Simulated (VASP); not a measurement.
Write the native input for VASP 6.6.1 that does the following.

```
Task                   : single point
Functional             : LDA
Potentials or basis    : VASP PAW LDA potentials, release 64 (Ir_sv_GW)
Cutoff                 : 500 eV
k mesh                 : 19 × 19 × 19
Occupations            : fermi-dirac, width 0.02 eV
Spin                   : no spin polarisation
Dipole correction      : no
Second run             : valence_matched
Further INCAR settings : ALGO = Normal; EDIFF = 1e-06; NBANDS = 14
```

The structure of Ir lies in POSCAR:

```
Ir
1.0
    0.0000000000      1.9056514980      1.9056514980
    1.9056514980      0.0000000000      1.9056514980
    1.9056514980      1.9056514980      0.0000000000
Ir
1
Direct
    0.0000000000      0.0000000000      0.0000000000
```

One way to write it, as run:

INCAR

```
SYSTEM = Ir
ALGO = Normal ; EDIFF = 1E-6
ENCUT = 500 ; GGA_COMPAT = .False.
ISIF = 2 ; ISMEAR = -1
LASPH = .True. ; LCHARG = .False.
LREAL = .False. ; LWAVE = .False.
NBANDS = 14 ; NELM = 120
PREC = Accurate ; SIGMA = 0.02
```

KPOINTS

```
k-points
0
Gamma
  19 19 19
  0 0 0
```

Potentials or basis: VASP PAW LDA potentials, release 64 (Ir_sv_GW).

Command:

```sh
$ cat potpaw_LDA.64/Ir_sv_GW/POTCAR > POTCAR
$ mpirun -np 1 vasp_std > vasp.out
```

It gave:

The pressure is -1.7 GPa.

Run time: 21 s on 1 thread of AMD EPYC 9R45 96-Core Processor (Zen 5), on a shared host, peak memory 0.13 GiB.
